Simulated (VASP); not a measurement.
# PbF2 (Immm) in VASP: notebook

PbF2 is run at these levels: r2SCAN; tasks: single point.

All numbers are computed with VASP 6.6.1; they aren't measurements. Logs are shortened: lines on timing, memory, paths and dates and some standing lists are left out, and cuts for length are marked.

**1. The cell of the first run**

Symmetry: Immm, No. 71, orthorhombic system. The conventional cell has a = 4.106 Å, b = 4.295 Å, c = 5.940 Å, α = 90.00°, β = 90.00°, γ = 90.00°. Pb (site symmetry mmm) has 8 F at 2.53 to 2.61 Å within 3.3 Å. F (site symmetry mm2) has 4 Pb at 2.53 to 2.61 Å and 6 F at 2.97 Å within 3.3 Å.

**2. Single point, r2SCAN (strain +0.0450 x Voigt [0, 0, 0, 1, 0, 0])**

POSCAR

```
PbF2
1.0
    0.0000000000      3.0366716250      3.0366716250
    2.9698500000      0.0668216250      2.9698500000
    2.9698500000      2.9698500000      0.0668216250
Pb F
1 2
Direct
    0.0000000000      0.0000000000      0.0000000000
    0.2500000000      0.2500000000      0.2500000000
    0.7500000000      0.7500000000      0.7500000000
```

INCAR.step1

```
  PREC = Accurate
  ENCUT = 520
  ISMEAR = 0
  SIGMA = 0.05
  LREAL = False
  LASPH = True
  NELM = 80
  NBANDS = 21
  GGA = PE
  ALGO = Normal
  EDIFF = 1E-4
  LWAVE = True
  LCHARG = False
```

INCAR.step2

```
  PREC = Accurate
  ENCUT = 520
  EDIFF = 1E-7
  ISMEAR = 0
  SIGMA = 0.05
  LREAL = False
  LASPH = True
  NELM = 80
  ALGO = Normal
  ISIF = 2
  LWAVE = False
  LCHARG = False
  METAGGA = R2SCAN
  LMIXTAU = True
  NBANDS = 21
  ISTART = 1
```

KPOINTS

```
regular mesh
0
Gamma
  8 8 8
```

Potentials or basis: VASP PAW PBE potentials, release 64 (Pb_d, F).

The run is started by

```bash
$ cat potpaw_PBE.64/Pb_d/POTCAR potpaw_PBE.64/F/POTCAR > POTCAR
$ cp INCAR.step1 INCAR
$ mpirun -np 1 vasp_std > vasp.out
$ cp INCAR.step2 INCAR
$ mpirun -np 1 vasp_std > vasp.out
```

OUTCAR:

```text
PREC = Accurate
   ENCUT = 520
   EDIFF = 1E-7
   ISMEAR = 0
   LREAL = False
   LASPH = True
   NELM = 80
   ISIF = 2
   METAGGA = R2SCAN
   ISTART = 1

 ion  position               nearest neighbor table
   1  0.000  0.000  0.000-   3 2.53   2 2.53   2 2.53   3 2.53   3 2.61   3 2.61   2 2.61   2 2.61

   2  0.250  0.250  0.250-   1 2.53   1 2.53   1 2.61   1 2.61
   3  0.750  0.750  0.750-   1 2.53   1 2.53   1 2.61   1 2.61

  LATTYP: Found a body centered orthorhombic cell.
 ALAT       =     4.1055020999
 B/A-ratio  =     1.0460358056
 C/A-ratio  =     1.4467657927

  Lattice vectors:

 A1 = (  -2.9698500000,   2.9698500000,   0.0668216250)
 A2 = (  -2.9698500000,  -2.9698500000,  -0.0668216250)
 A3 = (   2.9698500000,   0.0668216250,   2.9698500000)

Analysis of symmetry for initial positions (statically):
=====================================================================
 Subroutine PRICEL returns:
 Original cell was already a primitive cell.

 Routine SETGRP: Setting up the symmetry group for a
 body centered orthorhombic supercell.

 Subroutine GETGRP returns: Found  8 space group operations
 (whereof  8 operations were pure point group operations)
 out of a pool of  8 trial point group operations.

The static configuration has the point symmetry D_2h.

Analysis of symmetry for dynamics (positions and initial velocities):
=====================================================================
 Subroutine PRICEL returns:
 Original cell was already a primitive cell.

 Routine SETGRP: Setting up the symmetry group for a
 body centered orthorhombic supercell.

 Subroutine GETGRP returns: Found  8 space group operations
 (whereof  8 operations were pure point group operations)
 out of a pool of  8 trial point group operations.

The dynamic configuration has the point symmetry D_2h.

 Subroutine INISYM returns: Found  8 space group operations
 (whereof  8 operations are pure point group operations),
 and found     1 'primitive' translations

----------------------------------------------------------------------------------------

                                     Primitive cell

  volume of cell :      52.3617

  direct lattice vectors                    reciprocal lattice vectors
     0.000000000  3.036671625  3.036671625    -0.168358671  0.164653957  0.164653957
     2.969850000  0.066821625  2.969850000     0.168358671 -0.172233935  0.172233935
     2.969850000  2.969850000  0.066821625     0.168358671  0.172233935 -0.172233935

  length of vectors
     4.294502197  4.200533677  4.200533677     0.287343859  0.296097448  0.296097448

  position of ions in fractional coordinates (direct lattice)
     0.000000000  0.000000000  0.000000000
     0.250000000  0.250000000  0.250000000
     0.750000000  0.750000000  0.750000000

  ion indices of the primitive-cell ions
   primitive index   ion index
                 1           1
                 2           2
                 3           3

----------------------------------------------------------------------------------------

 KPOINTS: regular mesh

Automatic generation of k-mesh.
 Grid dimensions read from file:
 generate k-points for:    8    8    8

 Generating k-lattice:

  Cartesian coordinates                     Fractional coordinates (reciprocal lattice)
    -0.021044834  0.020581745  0.020581745     0.125000000  0.000000000 -0.000000000
     0.021044834 -0.021529242  0.021529242     0.000000000  0.125000000 -0.000000000
     0.021044834  0.021529242 -0.021529242     0.000000000  0.000000000  0.125000000

  Length of vectors
     0.035917982  0.037012181  0.037012181

  Shift w.r.t. Gamma in fractional coordinates (k-lattice)
     0.000000000  0.000000000  0.000000000

 Subroutine IBZKPT returns following result:
 ===========================================

 Found     95 irreducible k-points:

 Following reciprocal coordinates:
            Coordinates               Weight
  0.000000  0.000000  0.000000      1.000000
  0.125000  0.000000  0.000000      4.000000
  0.250000  0.000000  0.000000      4.000000
  0.375000 -0.000000 -0.000000      4.000000
  0.500000  0.000000  0.000000      2.000000
  0.000000  0.125000  0.000000      4.000000
[... 16 lines left out ...]
  0.125000  0.375000 -0.000000      8.000000
  0.250000  0.375000  0.000000      8.000000
 [... further k-points ...]
   k-points           NKPTS =     95   k-points in BZ     NKDIM =     95   number of bands    NBANDS=     21
   number of dos      NEDOS =    301   number of ions     NIONS =      3
   total plane-waves  NPLWV =  32768
   dimension x,y,z NGX =    32 NGY =   32 NGZ =   32
   dimension x,y,z NGXF=    64 NGYF=   64 NGZF=   64
   ions per type =               1   2
   NGX,Y,Z   is equivalent  to a cutoff of  12.39, 12.66, 12.66 a.u.
   NGXF,Y,Z  is equivalent  to a cutoff of  24.78, 25.33, 25.33 a.u.
 SYSTEM =  unknown system
   PREC   = accura    normal or accurate (medium, high low for compatibility)
   ISTART =      1    job   : 0-new  1-cont  2-samecut
   ICHARG =      0    charge: 1-file 2-atom 10-const
   ISPIN  =      1    spin polarized calculation?
   LNONCOLLINEAR =      F non collinear calculations
   LSORBIT =      F    spin-orbit coupling
   LASPH  =      T    aspherical Exc in radial PAW
   ENCUT  =  520.0 eV  38.22 Ry    6.18 a.u.   7.98  7.81  7.81*2*pi/ulx,y,z
   NELM   =     80;   NELMIN=  2; NELMDL=  0     # of ELM steps
   EDIFF  = 0.1E-06   stopping-criterion for ELM
   LREAL  =      F    real-space projection
   EDIFFG = 0.1E-05   stopping-criterion for IOM
   NSW    =      0    number of steps for IOM
   IBRION =     -1    ionic relax: 0-MD 1-quasi-New 2-CG
   NFREE  =      0    steps in history (QN), initial steepest desc. (CG)
   ISIF   =      2    stress and relaxation
   ISYM   =      2    0-nonsym 1-usesym 2-fastsym
   POTIM  = 0.5000    time-step for ionic-motion
   TEBEG  =    0.0;   TEEND  =   0.0 temperature during run
   PSTRESS=    0.0 pullay stress
   NELECT =      28.0000    total number of electrons
   NUPDOWN=      -1.0000    fix difference up-down
   EMIN   =  10.00;   EMAX   =-10.00  energy-range for DOS
   EFERMI =   0.00;   METHOD = LEGACY
   ISMEAR =     0;   SIGMA  =   0.05  broadening in eV -4-tet -1-fermi 0-gaus
   EFERMI_NEDOS =   21; number of points for ismear=-14 and -15
   IALGO  =     38    algorithm
   IMIX   =      4    mixing-type and parameters
     AMIX     =   0.40;   BMIX     =  1.00
     AMIX_MAG =   1.60;   BMIX_MAG =  1.00
  volume/ion in A,a.u.               =      17.45       117.78
  Fermi-wavevector in a.u.,A,eV,Ry     =   1.328790  2.511049 24.023568  1.765682
  Thomas-Fermi vector in A             =   2.458001
   LORBIT       =      0    0 simple, 1 ext, 2 COOP (PROOUT), +10 PAW based schemes
   METAGGA = R2SCAN    functional components
   LHFCALC =     F    Hartree Fock is set to
   AEXX    =    0.0000 exact exchange contribution
   IVDW    =     0    specifies the selected vdW correction
   LEPSILON=     F    determine dielectric tensor
   LRPA    =     F    only Hartree local field effects (RPA)
 non-spin polarized calculation
 Gauss-broadening in eV      SIGMA  =   0.05
  energy-cutoff  :      520.00
  volume of cell :       52.36
 maximum number of plane-waves:      1426
   NGX = 15   NGY = 15   NGZ = 15

 number of electron      28.0000007 magnetization

 Free energy of the ion-electron system (eV)
  ---------------------------------------------------
  ext. energy  EPLUGINS =         0.00000000
  ---------------------------------------------------
  free energy    TOTEN  =       -70.15043541 eV

  energy without entropy =      -70.15043541  energy(sigma->0) =      -70.15043541

 E-fermi :   1.7674     XC(G=0):  -9.9780

 val. band max:        1.4499603578   @ k =   0.5000  -0.2500   0.2500
 cond. band min:       6.3677478157   @ k =   0.5000   0.5000   0.0000
 fundamental gap:      4.9177874579
 Fermi energy:         1.7674489716

 k-point     1 :       0.0000    0.0000    0.0000
  band No.  band energies     occupation
      1     -20.9055      2.00000
      2     -20.3262      2.00000
      3     -13.4248      2.00000
      4     -13.4203      2.00000
      5     -13.4141      2.00000
      6     -13.3719      2.00000
[... 13 lines left out ...]
     20      17.3616      0.00000
     21      19.3792      0.00000

 k-point     2 :       0.1250    0.0000    0.0000
  band No.  band energies     occupation
      1     -20.8786      2.00000
      2     -20.3505      2.00000
      3     -13.4169      2.00000
      4     -13.4086      2.00000
      5     -13.3950      2.00000
      6     -13.3719      2.00000
[... 13 lines left out ...]
     20      17.0001      0.00000
     21      18.8181      0.00000

 k-point     3 :       0.2500    0.0000    0.0000
  band No.  band energies     occupation
      1     -20.8071      2.00000
      2     -20.4143      2.00000
      3     -13.4081      2.00000
      4     -13.4016      2.00000
      5     -13.3688      2.00000
      6     -13.3633      2.00000
[... 13 lines left out ...]
     20      16.4832      0.00000
     21      17.6138      0.00000
[... 457 lines left out ...]
 k-point    23 :       0.1250    0.3750   -0.0000
  band No.  band energies     occupation
      1     -20.7229      2.00000
      2     -20.4858      2.00000
      3     -13.4018      2.00000
      4     -13.3983      2.00000
      5     -13.3602      2.00000
      6     -13.3389      2.00000
[... 13 lines left out ...]
     20      16.7682      0.00000
     21      17.6846      0.00000

 k-point    24 :       0.2500    0.3750    0.0000
  band No.  band energies     occupation
      1     -20.7151      2.00000
      2     -20.4893      2.00000
      3     -13.3972      2.00000
      4     -13.3778      2.00000
      5     -13.3600      2.00000
      6     -13.3387      2.00000
[... 13 lines left out ...]
     20      17.6499      0.00000
     21      18.5645      0.00000

 [... further k-points ...]

------------------------ aborting loop because EDIFF is reached ----------------------------------------

  FORCE on cell =-STRESS in cart. coord.  units (eV):
  Direction    XX          YY          ZZ          XY          YZ          ZX
  --------------------------------------------------------------------------------------
  -------------------------------------------------------------------------------------
  Total       -0.1915768     -0.1972297     -0.1972297      0.0000000     -0.4912480      0.0000000
  in kB       -5.8619188     -6.0348877     -6.0348877      0.0000000    -15.0313407      0.0000000
  external PRESSURE =      -5.9772314 kB  Pullay stress =       0.0000000 kB

 VOLUME and BASIS-vectors are now :
 -----------------------------------------------------------------------------
  energy-cutoff  :      520.00
  volume of cell :       52.36
      direct lattice vectors                 reciprocal lattice vectors
     0.000000000  3.036671625  3.036671625    -0.168358671  0.164653957  0.164653957
     2.969850000  0.066821625  2.969850000     0.168358671 -0.172233935  0.172233935
     2.969850000  2.969850000  0.066821625     0.168358671  0.172233935 -0.172233935

 POSITION                                       TOTAL-FORCE (eV/Angst)
 -----------------------------------------------------------------------------------
      0.00000      0.00000      0.00000         0.000000      0.000000      0.000000
      1.48493      1.51834      1.51834        -0.120969     -0.000000     -0.000000
      4.45477      4.55501      4.55501         0.120969      0.000000      0.000000
 -----------------------------------------------------------------------------------
    total drift:                                0.000000     -0.000000      0.000000

  FREE ENERGIE OF THE ION-ELECTRON SYSTEM (eV)
  ---------------------------------------------------
  free  energy   TOTEN  =       -70.1504354065 eV

  energy  without entropy=      -70.1504354065  energy(sigma->0) =      -70.15043541
```

Run time: 9.9 min. Hardware: 1 thread of Oxide Virtual Turin-like, shared host; peak memory 0.21 GiB.

What came out:

| Quantity | Value |
| --- | --- |
| Free energy | -70.1504 eV |
| Pressure | -0.6 GPa |
| Largest force | 0.121 eV/Å |
| Band gap on the k mesh | 4.92 eV (least direct gap 5.06 eV) |

Forces in eV/Å, atoms in the order of the input:
```
Pb   0.000  0.000  0.000
F   -0.121  0.000  0.000
F    0.121  0.000  0.000
```

Stress tensor (GPa, compression positive):
```
-0.59  0.00  0.00
 0.00 -0.60 -1.50
 0.00 -1.50 -0.60
```

Caveat: the cell differs from its parent crystal (strain +0.0450 x Voigt [0, 0, 0, 1, 0, 0]); the PAW data sets were made with another functional, which shifts forces and pressure a little; spin-orbit coupling is left out, which moves the levels of the heavy elements. A k mesh can miss the band edges.

**3. Single point, r2SCAN (strain -0.0300 x Voigt [0, 0, 0, 1, 0, 0])**

POSCAR

```
PbF2
1.0
    0.0000000000      2.9253022500      2.9253022500
    2.9698500000     -0.0445477500      2.9698500000
    2.9698500000      2.9698500000     -0.0445477500
Pb F
1 2
Direct
    0.0000000000      0.0000000000      0.0000000000
    0.2500000000      0.2500000000      0.2500000000
    0.7500000000      0.7500000000      0.7500000000
```

INCAR.step1

```
PREC = Accurate
ENCUT = 520
ISMEAR = 0
SIGMA = 0.05
LREAL = False
LASPH = True
NELM = 80
NBANDS = 21
GGA = PE
ALGO = Normal
EDIFF = 1E-4
LWAVE = True
LCHARG = False
```

INCAR.step2

```
PREC = Accurate
ENCUT = 520
EDIFF = 1E-6
ISMEAR = 0
SIGMA = 0.05
LREAL = False
LASPH = True
NELM = 80
ALGO = Normal
ISIF = 2
LWAVE = False
LCHARG = True
METAGGA = R2SCAN
LMIXTAU = True
LELF = True
LVHAR = True
NBANDS = 21
ISTART = 1
```

KPOINTS

```
Automatic mesh
0
Gamma
  8 8 8
```

Potentials or basis: VASP PAW PBE potentials, release 64 (Pb_d, F).

The run is started by

```bash
$ cat potpaw_PBE.64/Pb_d/POTCAR potpaw_PBE.64/F/POTCAR > POTCAR
$ cp INCAR.step1 INCAR
$ mpirun -np 1 vasp_std > vasp.out
$ cp INCAR.step2 INCAR
$ mpirun -np 1 vasp_std > vasp.out
```

OUTCAR:

```text
PREC = Accurate
   ENCUT = 520
   EDIFF = 1E-6
   ISMEAR = 0
   LREAL = False
   LASPH = True
   NELM = 80
   ISIF = 2
   METAGGA = R2SCAN
   ISTART = 1

 ion  position               nearest neighbor table
   1  0.000  0.000  0.000-   3 2.55   2 2.55   3 2.55   2 2.55   3 2.60   2 2.60   2 2.60   3 2.60

   2  0.250  0.250  0.250-   1 2.55   1 2.55   1 2.60   1 2.60
   3  0.750  0.750  0.750-   1 2.55   1 2.55   1 2.60   1 2.60
[... 774 lines left out ...]

  FORCE on cell =-STRESS in cart. coord.  units (eV):
  Direction    XX          YY          ZZ          XY          YZ          ZX
  --------------------------------------------------------------------------------------
  -------------------------------------------------------------------------------------
  Total       -0.2273869     -0.2299463     -0.2299463      0.0000000      0.3263500      0.0000000
  in kB       -6.9556911     -7.0339826     -7.0339826      0.0000000      9.9829391      0.0000000
  external PRESSURE =      -7.0078854 kB  Pullay stress =       0.0000000 kB

 VOLUME and BASIS-vectors are now :
 -----------------------------------------------------------------------------
  energy-cutoff  :      520.00
  volume of cell :       52.38
      direct lattice vectors                 reciprocal lattice vectors
     0.000000000  2.925302250  2.925302250    -0.168358671  0.170922509  0.170922509
     2.969850000 -0.044547750  2.969850000     0.168358671 -0.165870612  0.165870612
     2.969850000  2.969850000 -0.044547750     0.168358671  0.165870612 -0.165870612

 POSITION                                       TOTAL-FORCE (eV/Angst)
 -----------------------------------------------------------------------------------
      0.00000      0.00000      0.00000         0.000000     -0.000000     -0.000000
      1.48493      1.46265      1.46265         0.080033      0.000000      0.000000
      4.45477      4.38795      4.38795        -0.080033     -0.000000     -0.000000
 -----------------------------------------------------------------------------------
    total drift:                                0.000000     -0.000000      0.000000

  FREE ENERGIE OF THE ION-ELECTRON SYSTEM (eV)
  ---------------------------------------------------
  free  energy   TOTEN  =       -70.1565515753 eV

  energy  without entropy=      -70.1565515753  energy(sigma->0) =      -70.15655158
```

OUTCAR.step1:

```text
PREC = Accurate
   ENCUT = 520
   ISMEAR = 0
   LREAL = False
   LASPH = True
[... 803 lines left out ...]
      0.00000      0.00000      0.00000         0.000000      0.000000      0.000000
      1.48493      1.46265      1.46265         0.085195      0.000000     -0.000000
      4.45477      4.38795      4.38795        -0.085195      0.000000      0.000000
 -----------------------------------------------------------------------------------
    total drift:                                0.000000     -0.000000      0.000000

  FREE ENERGIE OF THE ION-ELECTRON SYSTEM (eV)
  ---------------------------------------------------
  free  energy   TOTEN  =       -14.3342642774 eV

  energy  without entropy=      -14.3342642774  energy(sigma->0) =      -14.33426428
```

Wall time 9.8 min (1 thread of Oxide Virtual Turin-like, shared host); peak memory 0.21 GiB.

Results:

```yaml
Free_energy: -70.1566 eV
Pressure: -0.7 GPa
Largest_force: 0.080 eV/Å
Band_gap_on_the_k_mesh: 4.93 eV (least direct gap 5.07 eV)
```

Forces on the atoms (eV/Å):
```
Pb   0.000  0.000  0.000
F    0.080  0.000  0.000
F   -0.080  0.000  0.000
```

Stress tensor (GPa, compression positive):
```
-0.70  0.00  0.00
 0.00 -0.70  1.00
 0.00  1.00 -0.70
```

Caveat: the cell differs from its parent crystal (strain -0.0300 x Voigt [0, 0, 0, 1, 0, 0]); the PAW data sets were made with another functional, which shifts forces and pressure a little; spin-orbit coupling is left out, which moves the levels of the heavy elements. A k mesh can miss the band edges.

**4. Single point, r2SCAN (strain +0.0150 x Voigt [0, 0, 0, 1, 0, 0])**

POSCAR

```
PbF2
1.0
    0.0000000000      2.9921238750      2.9921238750
    2.9698500000      0.0222738750      2.9698500000
    2.9698500000      2.9698500000      0.0222738750
Pb F
1 2
Direct
    0.0000000000      0.0000000000      0.0000000000
    0.2500000000      0.2500000000      0.2500000000
    0.7500000000      0.7500000000      0.7500000000
```

INCAR.step1

```
  PREC = Accurate
  ENCUT = 520
  ISMEAR = 0
  SIGMA = 0.05
  LREAL = F
  LASPH = T
  NELM = 100
  NBANDS = 21
  GGA = PE
  ALGO = Normal
  EDIFF = 1E-4
  LWAVE = T
  LCHARG = F
```

INCAR.step2

```
  PREC = Accurate
  ENCUT = 520
  EDIFF = 1E-6
  ISMEAR = 0
  SIGMA = 0.05
  LREAL = F
  LASPH = T
  NELM = 100
  ALGO = Normal
  ISIF = 2
  LWAVE = F
  LCHARG = T
  METAGGA = R2SCAN
  LMIXTAU = T
  LELF = T
  LVHAR = T
  NBANDS = 21
  ISTART = 1
```

KPOINTS

```
regular mesh
0
Gamma
  8 8 8
```

The run is started by

```bash
$ cat potpaw_PBE.64/Pb_d/POTCAR potpaw_PBE.64/F/POTCAR > POTCAR
$ cp INCAR.step1 INCAR
$ mpirun -np 1 vasp_std > vasp.out
$ cp INCAR.step2 INCAR
$ mpirun -np 1 vasp_std > vasp.out
```

Run time: 9.8 min. Hardware: 1 thread of Oxide Virtual Turin-like, shared host; peak memory 0.21 GiB.

It converged, with:

```yaml
Free_energy: -70.1602 eV
Pressure: -0.8 GPa
Largest_force: 0.040 eV/Å
Band_gap_on_the_k_mesh: 4.93 eV (least direct gap 5.08 eV)
```

Forces in eV/Å, atoms in the order of the input:
```
Pb   0.000  0.000  0.000
F   -0.040  0.000  0.000
F    0.040  0.000  0.000
```

Stress tensor (GPa, compression positive):
```
-0.76  0.00  0.00
 0.00 -0.77 -0.50
 0.00 -0.50 -0.77
```

Levels at points of the mesh, in eV from the valence-band top:
```csv
k point,band 12,band 13,band 14,band 15,band 16,band 17
"(0.00, 0.00, 0.00)",-2.12,-2.10,-2.07,7.19,7.30,7.40
"(0.50, 0.00, 0.00)",-2.28,-2.27,-0.07,5.34,8.18,8.30
"(0.00, 0.50, 0.00)",-2.28,-2.28,-0.04,5.42,8.13,8.25
"(0.50, 0.50, 0.00)",-1.69,-1.69,-0.14,4.93,8.43,8.43
"(0.00, 0.50, 0.50)",-1.69,-1.68,-0.14,4.93,8.33,8.52
```

Caveat: the cell differs from its parent crystal (strain +0.0150 x Voigt [0, 0, 0, 1, 0, 0]); the PAW data sets were made with another functional, which shifts forces and pressure a little; spin-orbit coupling is left out, which moves the levels of the heavy elements. A k mesh can miss the band edges.

[end of part 1 of 2]
